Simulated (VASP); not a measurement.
A run of VASP 6.6.1 is set up as follows.

POSCAR

```
Be2S
1.0
    3.1575700000      0.0000000000      0.0000000000
    0.0000000000      3.1575700000      0.0000000000
    0.0000000000      0.0000000000      3.9403700000
Be S
2 1
Direct
    0.0000000000      0.5000000000      0.1685400000
    0.5000000000      0.0000000000      0.8314600000
    0.5000000000      0.5000000000      0.5000000000
```

INCAR.step1

```
ALGO = Normal ; EDIFF = 1E-5
ENCUT = 520 ; GGA = PE
ISIF = 2 ; ISMEAR = -1
LASPH = True ; LREAL = False
LWAVE = True ; NBANDS = 12
NELM = 80 ; PREC = Accurate
SIGMA = 0.05
```

File INCAR.step2:

```
AEXX = 0.25 ; ALGO = Normal
EDIFF = 1E-6 ; ENCUT = 520
GGA = PE ; HFSCREEN = 0.1
ISIF = 2 ; ISMEAR = -1
ISTART = 1 ; LASPH = True
LCHARG = True ; LELF = True
LHFCALC = True ; LREAL = False
LVHAR = True ; LWAVE = False
NBANDS = 12 ; NELM = 80
PREC = Accurate ; PRECFOCK = Normal
SIGMA = 0.05
```

KPOINTS

```
k-points
0
Gamma
  4 4 4
```

Potentials or basis: VASP PAW PBE potentials, release 64 (Be, S).

Run with:

```bash
$ cat potpaw_PBE.64/Be/POTCAR potpaw_PBE.64/S/POTCAR > POTCAR
$ cp INCAR.step1 INCAR
$ mpirun -np 1 vasp_std > vasp.out
$ cp INCAR.step2 INCAR
$ mpirun -np 1 vasp_std > vasp.out
```

Problem. Predict the pressure.

Solution. -1.2 GPa.

Problem. Predict the largest force.

Solution. 0.197 eV/Å.

Problem. Estimate the band gap on the k mesh.

Solution. Zero (band 5 reaches 6.17 eV, above the bottom of band 6 at 5.11 eV).

Forces in eV/Å, atoms in the order of the input:
```
Be   0.000  0.000  0.197
Be   0.000  0.000 -0.197
S    0.000  0.000  0.000
```

Caveat: the k points lie up to 0.50 Å⁻¹ apart; the PAW data sets were made with another functional, which shifts forces and pressure a little.
